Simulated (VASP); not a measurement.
# PbS (P4/mmm) in VASP: notebook

The runs below take PbS through single point, with PBEsol.

All numbers are computed with VASP 6.6.1; they aren't measurements. Logs are shortened: lines on timing, memory, paths and dates and some standing lists are left out, and cuts for length are marked.

**1. The cell of the first run**

The structure is tetragonal, space group P4/mmm (No. 123). Conventional cell: a = 3.654 Å, b = 3.654 Å, c = 4.019 Å, α = 90.00°, β = 90.00°, γ = 90.00°. Pb (site symmetry 4/mmm) has 8 S at 3.27 Å and 6 Pb at 3.65 to 4.02 Å within 4.3 Å. S (site symmetry 4/mmm) has 8 Pb at 3.27 Å and 6 S at 3.65 to 4.02 Å within 4.3 Å.

**2. Single point, PBEsol (strain +0.1000 x Voigt [0, 0, 1, 0, 0, 0])**

INCAR

```
SYSTEM = PbS
PREC = Accurate
ENCUT = 520
EDIFF = 1E-7
ISMEAR = 0
SIGMA = 0.15
LREAL = .FALSE.
LASPH = .TRUE.
NELM = 60
ALGO = Normal
ISIF = 2
LWAVE = .FALSE.
LCHARG = .TRUE.
GGA = PS
LELF = .TRUE.
LVHAR = .TRUE.
NBANDS = 17
```

KPOINTS

```
regular mesh
0
G
  14 14 14
  0 0 0
```

POSCAR

```
PbS
1.0
    3.6536590000      0.0000000000      0.0000000000
    0.0000000000      3.6536590000      0.0000000000
    0.0000000000      0.0000000000      4.0190249000
Pb S
1 1
Direct
    0.0000000000      0.0000000000      0.0000000000
    0.5000000000      0.5000000000      0.5000000000
```

Potentials or basis: VASP PAW PBE potentials, release 64 (Pb_d, S).

Command:

```sh
cat potpaw_PBE.64/Pb_d/POTCAR potpaw_PBE.64/S/POTCAR > POTCAR
mpirun -np 1 vasp_std > vasp.out
```

OUTCAR:

```text
SYSTEM = PbS
   PREC = Accurate
   ENCUT = 520
   EDIFF = 1E-7
   ISMEAR = 0
   LREAL = .FALSE.
   LASPH = .TRUE.
   NELM = 60
   ISIF = 2
   GGA = PS

 ion  position               nearest neighbor table
   1  0.000  0.000  0.000-   2 3.27   2 3.27   2 3.27   2 3.27   2 3.27   2 3.27   2 3.27   2 3.27

   2  0.500  0.500  0.500-   1 3.27   1 3.27   1 3.27   1 3.27   1 3.27   1 3.27   1 3.27   1 3.27

  LATTYP: Found a simple tetragonal cell.
 ALAT       =     3.6536590000
 C/A-ratio  =     1.1000000000

  Lattice vectors:

 A1 = (   3.6536590000,   0.0000000000,   0.0000000000)
 A2 = (   0.0000000000,   3.6536590000,   0.0000000000)
 A3 = (   0.0000000000,   0.0000000000,   4.0190249000)

Analysis of symmetry for initial positions (statically):
=====================================================================
 Subroutine PRICEL returns:
 Original cell was already a primitive cell.

 Routine SETGRP: Setting up the symmetry group for a
 simple tetragonal supercell.

 Subroutine GETGRP returns: Found 16 space group operations
 (whereof 16 operations were pure point group operations)
 out of a pool of 16 trial point group operations.

The static configuration has the point symmetry D_4h.

Analysis of symmetry for dynamics (positions and initial velocities):
=====================================================================
 Subroutine PRICEL returns:
 Original cell was already a primitive cell.

 Routine SETGRP: Setting up the symmetry group for a
 simple tetragonal supercell.

 Subroutine GETGRP returns: Found 16 space group operations
 (whereof 16 operations were pure point group operations)
 out of a pool of 16 trial point group operations.

The dynamic configuration has the point symmetry D_4h.

 Subroutine INISYM returns: Found 16 space group operations
 (whereof 16 operations are pure point group operations),
 and found     1 'primitive' translations

----------------------------------------------------------------------------------------

                                     Primitive cell

  volume of cell :      53.6509

  direct lattice vectors                    reciprocal lattice vectors
     3.653659000  0.000000000  0.000000000     0.273698230  0.000000000  0.000000000
     0.000000000  3.653659000  0.000000000     0.000000000  0.273698230  0.000000000
     0.000000000  0.000000000  4.019024900     0.000000000  0.000000000  0.248816572

  length of vectors
     3.653659000  3.653659000  4.019024900     0.273698230  0.273698230  0.248816572

  position of ions in fractional coordinates (direct lattice)
     0.000000000  0.000000000  0.000000000
     0.500000000  0.500000000  0.500000000

  ion indices of the primitive-cell ions
   primitive index   ion index
                 1           1
                 2           2

----------------------------------------------------------------------------------------

 KPOINTS: regular mesh

Automatic generation of k-mesh.
 Grid dimensions read from file:
 generate k-points for:   14   14   14

 Generating k-lattice:

  Cartesian coordinates                     Fractional coordinates (reciprocal lattice)
     0.019549874  0.000000000  0.000000000     0.071428571  0.000000000  0.000000000
     0.000000000  0.019549874  0.000000000     0.000000000  0.071428571  0.000000000
     0.000000000  0.000000000  0.017772612     0.000000000  0.000000000  0.071428571

  Length of vectors
     0.019549874  0.019549874  0.017772612

  Shift w.r.t. Gamma in fractional coordinates (k-lattice)
     0.000000000  0.000000000  0.000000000

 Subroutine IBZKPT returns following result:
 ===========================================

 Found    288 irreducible k-points:

 Following reciprocal coordinates:
            Coordinates               Weight
  0.000000  0.000000  0.000000      1.000000
  0.071429  0.000000  0.000000      4.000000
  0.142857  0.000000  0.000000      4.000000
  0.214286  0.000000  0.000000      4.000000
  0.285714  0.000000  0.000000      4.000000
  0.357143  0.000000  0.000000      4.000000
[... 16 lines left out ...]
  0.285714  0.214286  0.000000      8.000000
  0.357143  0.214286  0.000000      8.000000
 [... further k-points ...]
   k-points           NKPTS =    288   k-points in BZ     NKDIM =    288   number of bands    NBANDS=     17
   number of dos      NEDOS =    301   number of ions     NIONS =      2
   total plane-waves  NPLWV =  23520
   dimension x,y,z NGX =    28 NGY =   28 NGZ =   30
   dimension x,y,z NGXF=    56 NGYF=   56 NGZF=   60
   ions per type =               1   1
   NGX,Y,Z   is equivalent  to a cutoff of  12.74, 12.74, 12.41 a.u.
   NGXF,Y,Z  is equivalent  to a cutoff of  25.48, 25.48, 24.82 a.u.
 SYSTEM =  PbS
   PREC   = accura    normal or accurate (medium, high low for compatibility)
   ISTART =      0    job   : 0-new  1-cont  2-samecut
   ICHARG =      2    charge: 1-file 2-atom 10-const
   ISPIN  =      1    spin polarized calculation?
   LNONCOLLINEAR =      F non collinear calculations
   LSORBIT =      F    spin-orbit coupling
   LASPH  =      T    aspherical Exc in radial PAW
   ENCUT  =  520.0 eV  38.22 Ry    6.18 a.u.   6.79  6.79  7.47*2*pi/ulx,y,z
   NELM   =     60;   NELMIN=  2; NELMDL= -5     # of ELM steps
   EDIFF  = 0.1E-06   stopping-criterion for ELM
   LREAL  =      F    real-space projection
   EDIFFG = 0.1E-05   stopping-criterion for IOM
   NSW    =      0    number of steps for IOM
   IBRION =     -1    ionic relax: 0-MD 1-quasi-New 2-CG
   NFREE  =      0    steps in history (QN), initial steepest desc. (CG)
   ISIF   =      2    stress and relaxation
   ISYM   =      2    0-nonsym 1-usesym 2-fastsym
   POTIM  = 0.5000    time-step for ionic-motion
   TEBEG  =    0.0;   TEEND  =   0.0 temperature during run
   PSTRESS=    0.0 pullay stress
   NELECT =      20.0000    total number of electrons
   NUPDOWN=      -1.0000    fix difference up-down
   EMIN   =  10.00;   EMAX   =-10.00  energy-range for DOS
   EFERMI =   0.00;   METHOD = LEGACY
   ISMEAR =     0;   SIGMA  =   0.15  broadening in eV -4-tet -1-fermi 0-gaus
   EFERMI_NEDOS =   21; number of points for ismear=-14 and -15
   IALGO  =     38    algorithm
   IMIX   =      4    mixing-type and parameters
     AMIX     =   0.40;   BMIX     =  1.00
     AMIX_MAG =   1.60;   BMIX_MAG =  1.00
  volume/ion in A,a.u.               =      26.83       181.03
  Fermi-wavevector in a.u.,A,eV,Ry     =   1.178219  2.226511 18.887599  1.388199
  Thomas-Fermi vector in A             =   2.314552
   LORBIT       =      0    0 simple, 1 ext, 2 COOP (PROOUT), +10 PAW based schemes
   GGA     = PS    functional components
   LHFCALC =     F    Hartree Fock is set to
   AEXX    =    0.0000 exact exchange contribution
   IVDW    =     0    specifies the selected vdW correction
   LEPSILON=     F    determine dielectric tensor
   LRPA    =     F    only Hartree local field effects (RPA)
 non-spin polarized calculation
 Gauss-broadening in eV      SIGMA  =   0.15
  energy-cutoff  :      520.00
  volume of cell :       53.65
 maximum number of plane-waves:      1484
 NGX is ok and might be reduce to    28
   NGX = 13   NGY = 13   NGZ = 15

 number of electron      19.9999999 magnetization

 Free energy of the ion-electron system (eV)
  ---------------------------------------------------
  ext. energy  EPLUGINS =         0.00000000
  ---------------------------------------------------
  free energy    TOTEN  =        -8.75310926 eV

  energy without entropy =       -8.74649354  energy(sigma->0) =       -8.74980140

 E-fermi :   4.9640     XC(G=0):  -9.9074

 val. band max:        4.9460822528   @ k =   0.5000   0.0000   0.2857
 cond. band min:       4.9659414906   @ k =   0.4286   0.0000   0.4286
 fundamental gap:      0.0198592378
 Fermi energy:         4.9640467649

 k-point     1 :       0.0000    0.0000    0.0000
  band No.  band energies     occupation
      1     -11.9614      2.00000
      2     -11.8770      2.00000
      3     -11.7523      2.00000
      4     -11.7453      2.00000
      5     -11.7453      2.00000
      6      -7.5886      2.00000
[... 9 lines left out ...]
     16      16.0773      0.00000
     17      17.0808      0.00000

 k-point     2 :       0.0714    0.0000    0.0000
  band No.  band energies     occupation
      1     -11.9555      2.00000
      2     -11.8744      2.00000
      3     -11.7549      2.00000
      4     -11.7483      2.00000
      5     -11.7451      2.00000
      6      -7.5482      2.00000
[... 9 lines left out ...]
     16      16.3866      0.00000
     17      17.0339      0.00000

 k-point     3 :       0.1429    0.0000    0.0000
  band No.  band energies     occupation
      1     -11.9410      2.00000
      2     -11.8653      2.00000
      3     -11.7623      2.00000
      4     -11.7566      2.00000
      5     -11.7443      2.00000
      6      -7.4293      2.00000
[... 9 lines left out ...]
     16      16.6325      0.00000
     17      17.1024      0.00000

 k-point     4 :       0.2143    0.0000    0.0000
  band No.  band energies     occupation
      1     -11.9250      2.00000
      2     -11.8470      2.00000
      3     -11.7730      2.00000
      4     -11.7685      2.00000
      5     -11.7432      2.00000
      6      -7.2405      2.00000
[... 9 lines left out ...]
     16      16.6124      0.00000
     17      16.6305      0.00000
[... 343 lines left out ...]
      1     -11.8653      2.00000
      2     -11.8392      2.00000
      3     -11.7998      2.00000
      4     -11.7670      2.00000
      5     -11.7643      2.00000
      6      -6.9158      2.00000
[... 9 lines left out ...]
     16      14.5026      0.00000
     17      14.8015      0.00000

 k-point    23 :       0.2857    0.2143    0.0000
  band No.  band energies     occupation
      1     -11.8486      2.00000
      2     -11.8181      2.00000
      3     -11.8141      2.00000
      4     -11.7786      2.00000
      5     -11.7639      2.00000
      6      -6.6970      2.00000
[... 9 lines left out ...]
     16      14.5941      0.00000
     17      15.4569      0.00000

 k-point    24 :       0.3571    0.2143    0.0000
  band No.  band energies     occupation
      1     -11.8445      2.00000
      2     -11.8286      2.00000
      3     -11.7900      2.00000
      4     -11.7864      2.00000
      5     -11.7625      2.00000
      6      -6.4692      2.00000
[... 9 lines left out ...]
     16      14.6370      0.00000
     17      16.4304      0.00000

 [... further k-points ...]

------------------------ aborting loop because EDIFF is reached ----------------------------------------

  FORCE on cell =-STRESS in cart. coord.  units (eV):
  Direction    XX          YY          ZZ          XY          YZ          ZX
  --------------------------------------------------------------------------------------
  -------------------------------------------------------------------------------------
  Total       -1.6201911     -1.6201911     -3.9239278      0.0000000      0.0000000      0.0000000
  in kB      -48.3838141    -48.3838141   -117.1803726      0.0000000      0.0000000      0.0000000
  external PRESSURE =     -71.3160003 kB  Pullay stress =       0.0000000 kB

 VOLUME and BASIS-vectors are now :
 -----------------------------------------------------------------------------
  energy-cutoff  :      520.00
  volume of cell :       53.65
      direct lattice vectors                 reciprocal lattice vectors
     3.653659000  0.000000000  0.000000000     0.273698230  0.000000000  0.000000000
     0.000000000  3.653659000  0.000000000     0.000000000  0.273698230  0.000000000
     0.000000000  0.000000000  4.019024900     0.000000000  0.000000000  0.248816572

 POSITION                                       TOTAL-FORCE (eV/Angst)
 -----------------------------------------------------------------------------------
      0.00000      0.00000      0.00000         0.000000      0.000000      0.000000
      1.82683      1.82683      2.00951         0.000000      0.000000      0.000000
 -----------------------------------------------------------------------------------
    total drift:                               -0.000000      0.000000      0.000000

  FREE ENERGIE OF THE ION-ELECTRON SYSTEM (eV)
  ---------------------------------------------------
  free  energy   TOTEN  =        -8.7531092550 eV

  energy  without entropy=       -8.7464935361  energy(sigma->0) =       -8.74980140
```

Wall time 3.3 min (1 thread of Intel Xeon Platinum 8375C at 2.90GHz (Ice Lake), shared host); peak memory 0.36 GiB.

Results:

```yaml
Free_energy: -8.7531 eV
Pressure: -7.1 GPa
Band_gap_on_the_k_mesh: zero (bands 10 and 11 overlap by 0.61 eV)
```

Caveat: the cell differs from its parent crystal (strain +0.1000 x Voigt [0, 0, 1, 0, 0, 0]); the stress differs along the axes, from -12 to -5 GPa; semilocal functionals underestimate gaps, and a narrow one can read as zero; the PAW data sets were made with another functional, which shifts forces and pressure a little; spin-orbit coupling is left out, which moves the levels of the heavy elements.

**3. Single point, PBEsol (strain -0.1000 x Voigt [0, 0, 1, 0, 0, 0])**

INCAR

```
PREC = Accurate
ENCUT = 520
EDIFF = 1E-6
ISMEAR = 0
SIGMA = 0.15
LREAL = False
LASPH = True
NELM = 80
ALGO = Normal
ISIF = 2
LWAVE = False
LCHARG = False
GGA = PS
NBANDS = 17
```

KPOINTS

```
Automatic mesh
0
Gamma
  14 14 14
```

Edit POSCAR of step 2 so:

```diff
@@ -4,3 +4,3 @@
     0.0000000000      3.6536590000      0.0000000000
-    0.0000000000      0.0000000000      4.0190249000
+    0.0000000000      0.0000000000      3.2882931000
 Pb S
```

Potentials or basis: VASP PAW PBE potentials, release 64 (Pb_d, S).

Command:

```sh
cat potpaw_PBE.64/Pb_d/POTCAR potpaw_PBE.64/S/POTCAR > POTCAR
mpirun -np 1 vasp_std > vasp.out
```

Run time: 3.1 min. Hardware: 1 thread of Intel Xeon 8259CL, shared host; peak memory 0.31 GiB.

It converged, with:

```yaml
Free_energy: -8.9105 eV
Pressure: 3.5 GPa
Band_gap_on_the_k_mesh: zero (bands 10 and 11 overlap by 1.67 eV)
```

Stress tensor (GPa, compression positive):
```
0.53 0.00 0.00
0.00 0.53 0.00
0.00 0.00 9.32
```

Levels at points of the mesh, in eV from the Fermi level:
```
           k point  band 7  band 8  band 9  band 10  band 11  band 12  band 13  band 14
(0.00, 0.00, 0.00)   -6.66   -2.45   -2.45    -0.88     4.70     5.95     6.78     6.78
(0.50, 0.00, 0.00)   -9.85   -1.07    0.07     0.13     0.51     3.03     5.49     6.61
(0.50, 0.50, 0.00)   -7.97   -5.38   -5.38     0.20     5.29     5.29     7.74     8.00
(0.00, 0.00, 0.50)   -9.01   -0.79   -0.79    -0.46    -0.40     3.78     3.78     6.19
(0.50, 0.00, 0.50)   -7.00   -5.11   -5.10    -0.68     3.53     4.46     6.07     6.92
(0.50, 0.50, 0.50)   -5.63   -3.16   -2.66    -2.66    -1.47    -0.58    -0.58    13.69
```

Caveat: the cell differs from its parent crystal (strain -0.1000 x Voigt [0, 0, 1, 0, 0, 0]); the stress differs along the axes, from 1 to 9 GPa; the PAW data sets were made with another functional, which shifts forces and pressure a little; spin-orbit coupling is left out, which moves the levels of the heavy elements.

[end of part 1 of 2]

The gap in the log of VASP goes by the Fermi energy; the results here count the filled bands.